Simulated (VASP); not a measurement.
# MgPtS3 (Pmm2) in VASP: single point with PBE

Aim: the single point of MgPtS3 with PBE.

Everything below comes from runs of VASP 6.6.1. Logs are shortened: lines on timing, memory, paths and dates and some standing lists are left out, and cuts for length are marked.

**1. The cell of the first run**

Symmetry: Pmm2, No. 25, orthorhombic system. Conventional cell: a = 3.433 Å, b = 3.779 Å, c = 6.787 Å, α = 90.00°, β = 90.00°, γ = 90.00°. Mg (site symmetry mm2) has 7 S at 2.62 to 2.65 Å and 2 Mg at 3.43 Å within 3.5 Å. Pt (site symmetry mm2) has 7 S at 2.40 to 2.59 Å within 3.2 Å. Within 3.4 Å of S (site symmetry mm2) lie 4 Pt at 2.59 Å and 1 Mg at 2.65 Å and 6 S at 3.00 to 3.23 Å. Within 3.2 Å of S (site symmetry mm2) lie 1 Pt at 2.40 Å and 4 Mg at 2.64 Å and 2 S at 3.02 Å. Within 3.4 Å of S (site symmetry mm2) lie 2 Pt at 2.57 Å and 2 Mg at 2.62 Å and 4 S at 3.00 to 3.02 Å.

**2. Single point, PBE**

Input file INCAR:

```
SYSTEM = MgPtS3
PREC = Accurate ; ENCUT = 600
EDIFF = 1E-6 ; ISMEAR = 0
SIGMA = 0.15 ; LREAL = .FALSE.
LASPH = .TRUE. ; NELM = 120
ALGO = Normal ; ISIF = 2
LWAVE = .FALSE. ; LCHARG = .TRUE.
GGA = PE ; LELF = .TRUE.
LVHAR = .TRUE. ; NBANDS = 23
GGA_COMPAT = .FALSE.
```

Input file KPOINTS:

```
Automatic mesh
0
G
  3 3 2
  0 0 0
```

Input file POSCAR:

```
MgPtS3
1.0
    3.7792568328      0.0000000000      0.0000000000
    0.0000000000      3.4327792469      0.0000000000
    0.0000000000      0.0000000000      6.7873734314
Mg Pt S
1 1 3
Direct
    0.0000000000      0.5000000000      0.7344720707
    0.5000000000      0.0000000000      0.2830729251
    0.0000000000      0.5000000000      0.3445544533
    0.5000000000      0.0000000000      0.6361518578
    0.5000000000      0.5000000000      0.0017486932
```

Potentials or basis: VASP PAW PBE potentials, release 64 (Mg, Pt, S).

Launch:

```bash
$ cat potpaw_PBE.64/Mg/POTCAR potpaw_PBE.64/Pt/POTCAR potpaw_PBE.64/S/POTCAR > POTCAR
$ mpirun -np 1 vasp_std > vasp.out
```

OUTCAR:

```text
SYSTEM = MgPtS3
   PREC = Accurate
   ENCUT = 600
   EDIFF = 1E-6
   ISMEAR = 0
   LREAL = .FALSE.
   LASPH = .TRUE.
   NELM = 120
   ISIF = 2
   GGA = PE

 ion  position               nearest neighbor table
   1  0.000  0.500  0.734-   5 2.62   5 2.62   4 2.64   4 2.64   4 2.64   4 2.64   3 2.65
   2  0.500  0.000  0.283-   4 2.40   5 2.57   5 2.57   3 2.59   3 2.59   3 2.59   3 2.59
   3  0.000  0.500  0.345-   2 2.59   2 2.59   2 2.59   2 2.59   1 2.65
   4  0.500  0.000  0.636-   2 2.40   1 2.64   1 2.64   1 2.64   1 2.64
   5  0.500  0.500  0.002-   2 2.57   2 2.57   1 2.62   1 2.62

  LATTYP: Found a simple orthorhombic cell.
 ALAT       =     3.4327792469
 B/A-ratio  =     1.1009320906
 C/A-ratio  =     1.9772239760

  Lattice vectors:

 A1 = (   0.0000000000,  -3.4327792469,   0.0000000000)
 A2 = (   3.7792568328,   0.0000000000,   0.0000000000)
 A3 = (   0.0000000000,   0.0000000000,   6.7873734314)

Analysis of symmetry for initial positions (statically):
=====================================================================
 Subroutine PRICEL returns:
 Original cell was already a primitive cell.

 Routine SETGRP: Setting up the symmetry group for a
 simple orthorhombic supercell.

 Subroutine GETGRP returns: Found  4 space group operations
 (whereof  4 operations were pure point group operations)
 out of a pool of  8 trial point group operations.

The static configuration has the point symmetry C_2v.

Analysis of symmetry for dynamics (positions and initial velocities):
=====================================================================
 Subroutine PRICEL returns:
 Original cell was already a primitive cell.

 Routine SETGRP: Setting up the symmetry group for a
 simple orthorhombic supercell.

 Subroutine GETGRP returns: Found  4 space group operations
 (whereof  4 operations were pure point group operations)
 out of a pool of  8 trial point group operations.

The dynamic configuration has the point symmetry C_2v.

 Subroutine INISYM returns: Found  4 space group operations
 (whereof  4 operations are pure point group operations),
 and found     1 'primitive' translations

----------------------------------------------------------------------------------------

                                     Primitive cell
[... 78 lines left out ...]
   ENCUT  =  600.0 eV  44.10 Ry    6.64 a.u.   7.55  6.86 13.56*2*pi/ulx,y,z
   NELM   =    120;   NELMIN=  2; NELMDL= -5     # of ELM steps
   EDIFF  = 0.1E-05   stopping-criterion for ELM
   LREAL  =      F    real-space projection
   EDIFFG = 0.1E-04   stopping-criterion for IOM
   NSW    =      0    number of steps for IOM
   IBRION =     -1    ionic relax: 0-MD 1-quasi-New 2-CG
   NFREE  =      0    steps in history (QN), initial steepest desc. (CG)
   ISIF   =      2    stress and relaxation
   ISYM   =      2    0-nonsym 1-usesym 2-fastsym
   POTIM  = 0.5000    time-step for ionic-motion
   TEBEG  =    0.0;   TEEND  =   0.0 temperature during run
   PSTRESS=    0.0 pullay stress
   NELECT =      30.0000    total number of electrons
   NUPDOWN=      -1.0000    fix difference up-down
   EMIN   =  10.00;   EMAX   =-10.00  energy-range for DOS
   EFERMI =   0.00;   METHOD = LEGACY
   ISMEAR =     0;   SIGMA  =   0.15  broadening in eV -4-tet -1-fermi 0-gaus
   EFERMI_NEDOS =   21; number of points for ismear=-14 and -15
   IALGO  =     38    algorithm
   IMIX   =      4    mixing-type and parameters
     AMIX     =   0.40;   BMIX     =  1.00
     AMIX_MAG =   1.60;   BMIX_MAG =  1.00
  volume/ion in A,a.u.               =      17.61       118.84
  Fermi-wavevector in a.u.,A,eV,Ry     =   1.143398  2.160708 17.787683  1.307358
  Thomas-Fermi vector in A             =   2.280093
   LORBIT       =      0    0 simple, 1 ext, 2 COOP (PROOUT), +10 PAW based schemes
   GGA     = PE    functional components
   LHFCALC =     F    Hartree Fock is set to
   AEXX    =    0.0000 exact exchange contribution
   IVDW    =     0    specifies the selected vdW correction
   LEPSILON=     F    determine dielectric tensor
   LRPA    =     F    only Hartree local field effects (RPA)
 non-spin polarized calculation
 Gauss-broadening in eV      SIGMA  =   0.15
  energy-cutoff  :      600.00
  volume of cell :       88.06
 maximum number of plane-waves:      2954
 NGX is ok and might be reduce to    30
   NGX = 15   NGY = 13   NGZ = 27

 number of electron      29.9999999 magnetization

 Free energy of the ion-electron system (eV)
  ---------------------------------------------------
  ext. energy  EPLUGINS =         0.00000000
  ---------------------------------------------------
  free energy    TOTEN  =       -21.53991881 eV

  energy without entropy =      -21.49823006  energy(sigma->0) =      -21.51907444

 E-fermi :   6.0811     XC(G=0): -10.4842

 val. band max:        6.0217014491   @ k =   0.3333   0.0000   0.0000
 cond. band min:       6.1279083174   @ k =   0.3333   0.3333   0.5000
 fundamental gap:      0.1062068683
 Fermi energy:         6.0810610863

 k-point     1 :       0.0000    0.0000    0.0000
  band No.  band energies     occupation
      1      -8.6839      2.00000
      2      -6.7235      2.00000
      3      -6.3217      2.00000
      4       0.2814      2.00000
      5       1.4662      2.00000
      6       1.8152      2.00000
[... 197 lines left out ...]
     22      14.5302      0.00000
     23      14.7816      0.00000

------------------------ aborting loop because EDIFF is reached ----------------------------------------

  FORCE on cell =-STRESS in cart. coord.  units (eV):
  Direction    XX          YY          ZZ          XY          YZ          ZX
  --------------------------------------------------------------------------------------
  -------------------------------------------------------------------------------------
  Total       -0.0048611      0.0169882      0.0765149      0.0000000      0.0000000      0.0000000
  in kB       -0.0884492      0.3091027      1.3922031      0.0000000      0.0000000      0.0000000
  external PRESSURE =       0.5376189 kB  Pullay stress =       0.0000000 kB

 VOLUME and BASIS-vectors are now :
 -----------------------------------------------------------------------------
  energy-cutoff  :      600.00
  volume of cell :       88.06
      direct lattice vectors                 reciprocal lattice vectors
     3.779256833  0.000000000  0.000000000     0.264602287  0.000000000  0.000000000
     0.000000000  3.432779247  0.000000000     0.000000000  0.291309149  0.000000000
     0.000000000  0.000000000  6.787373431     0.000000000  0.000000000  0.147332397

 POSITION                                       TOTAL-FORCE (eV/Angst)
 -----------------------------------------------------------------------------------
      0.00000      1.71639      4.98514         0.000000      0.000000      0.036403
      1.88963      0.00000      1.92132         0.000000      0.000000      0.032315
      0.00000      1.71639      2.33862         0.000000      0.000000     -0.013861
      1.88963      0.00000      4.31780         0.000000      0.000000     -0.070188
      1.88963      1.71639      0.01187         0.000000      0.000000      0.015332
 -----------------------------------------------------------------------------------
    total drift:                                0.000000     -0.000000     -0.000067

  FREE ENERGIE OF THE ION-ELECTRON SYSTEM (eV)
  ---------------------------------------------------
  free  energy   TOTEN  =       -21.5399188147 eV

  energy  without entropy=      -21.4982300616  energy(sigma->0) =      -21.51907444
```

OSZICAR:

```text
N       E                     dE             d eps       ncg     rms          rms(c)
DAV:   1     0.160465640051E+03    0.16047E+03   -0.14632E+04   368   0.130E+03
DAV:   2    -0.122698201519E+02   -0.17274E+03   -0.16144E+03   447   0.222E+02
DAV:   3    -0.232072585506E+02   -0.10937E+02   -0.10734E+02   488   0.564E+01
DAV:   4    -0.233842021190E+02   -0.17694E+00   -0.17679E+00   438   0.810E+00
DAV:   5    -0.233877795230E+02   -0.35774E-02   -0.35772E-02   496   0.116E+00    0.175E+01
DAV:   6    -0.224487598321E+02    0.93902E+00   -0.19467E+01   445   0.280E+01    0.167E+01
DAV:   7    -0.215472387020E+02    0.90152E+00   -0.28912E+00   417   0.157E+01    0.702E+00
DAV:   8    -0.215565169028E+02   -0.92782E-02   -0.43631E-01   466   0.386E+00    0.247E+00
DAV:   9    -0.215394736422E+02    0.17043E-01   -0.75320E-02   410   0.223E+00    0.564E-01
DAV:  10    -0.215398578667E+02   -0.38422E-03   -0.68527E-03   452   0.546E-01    0.193E-01
DAV:  11    -0.215398311970E+02    0.26670E-04   -0.71592E-04   445   0.210E-01    0.845E-02
DAV:  12    -0.215398899463E+02   -0.58749E-04   -0.13607E-04   417   0.657E-02    0.319E-02
DAV:  13    -0.215399135717E+02   -0.23625E-04   -0.26001E-05   404   0.279E-02    0.148E-02
DAV:  14    -0.215399179230E+02   -0.43513E-05   -0.57021E-06   431   0.141E-02    0.893E-03
DAV:  15    -0.215399188147E+02   -0.89162E-06   -0.13014E-06   323   0.665E-03
   1 F= -.21539919E+02 E0= -.21519074E+02  d E =-.416888E-01
```

Run time: 17 s. Hardware: 1 thread of AMD EPYC 9R45 (Zen 5), shared host; peak memory 0.18 GiB.

What came out:

* Free energy: -21.5399 eV
* Pressure: 0.1 GPa
* Largest force: 0.070 eV/Å
* Band gap on the k mesh: zero (band 15 reaches 6.82 eV, above the bottom of band 16 at 5.90 eV)

Forces in eV/Å, atoms in the order of the input:
```
Mg   0.000  0.000  0.036
Pt   0.000  0.000  0.032
S    0.000  0.000 -0.014
S    0.000  0.000 -0.070
S    0.000  0.000  0.015
```

Caveat: the k points lie up to 0.61 Å⁻¹ apart; spin-orbit coupling is left out, which moves the levels of the heavy elements.
